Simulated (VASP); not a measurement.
A run of VASP 6.6.1:

Contents of INCAR:

```
ALGO = Normal
EDIFF = 1E-6
EDIFFG = -0.01
ENCUT = 600
GGA = PS
IBRION = 2
ISIF = 3
ISMEAR = -1
LASPH = True
LCHARG = False
LREAL = False
LWAVE = False
NELM = 100
NSW = 100
PREC = Accurate
SIGMA = 0.03
```

The input KPOINTS:

```
k-points
0
Gamma
  6 6 2
```

Contents of POSCAR:

```
TlAg2Br3
1.0
    4.3994734300      0.0000000000      0.0000000000
   -2.1997367100      3.8100557500      0.0000000000
    0.0000000000      0.0000000000     10.6917441500
Tl Ag Br
1 2 3
Direct
    0.3333333300      0.6666666700      0.6641085800
    0.0000000000      0.0000000000      0.9968616400
    0.6666666700      0.3333333300      0.3376419600
    0.0000000000      0.0000000000      0.2503703200
    0.6666666700      0.3333333300      0.5920876800
    0.3333333300      0.6666666700      0.9089298200
```

Potentials or basis: VASP PAW PBE potentials, release 64 (Tl_d, Ag, Br).

Launch:

```console
$ cat potpaw_PBE.64/Tl_d/POTCAR potpaw_PBE.64/Ag/POTCAR potpaw_PBE.64/Br/POTCAR > POTCAR
$ mpirun -np 1 vasp_std > vasp.out
```

Hardware: 1 thread of Oxide Virtual Turin-like Processor, with other jobs on the host.

Task: Estimate the wall time of this run.

Result: Wall time 47 min on 1 thread of Oxide Virtual Turin-like Processor, on a shared host, peak memory 0.38 GiB. Counts: scf iterations 260, k points 14, ion steps 33.
